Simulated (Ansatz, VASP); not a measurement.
# Two plane-wave programs on RbCl

```xyz
2
Lattice="0.0000 3.3208 3.3208 3.3208 0.0000 3.3208 3.3208 3.3208 0.0000" Properties=species:S:1:pos:R:3 pbc="T T T"
Rb    0.0000    0.0000    0.0000
Cl    3.3208    3.3208    3.3208
```

Alike in both runs: task electric field gradients; functional RPBE; k mesh 10 × 10 × 10; occupations fermi-dirac, width 0.05 eV; no spin polarisation.

|  | VASP | Ansatz |
| --- | --- | --- |
| version | VASP 6.6.1 | Ansatz 0.2.0 |
| potentials or method | VASP PAW PBE potentials, release 64 (Rb_sv, Cl) | PAW with Ansatz's default frozen-core files, scalar-relativistic |
| plane-wave cutoff (eV) | 400 | 420 |
| valence electrons in the cell | 16 | 16 |

```csv
,VASP,Ansatz,Ansatz less VASP
gap on the k mesh at the Fermi level (eV),5.25,5.25,+0.005
pressure (GPa),1.8,1.8,+0.01
```

VASP's potentials were made for PBE, not for RPBE.
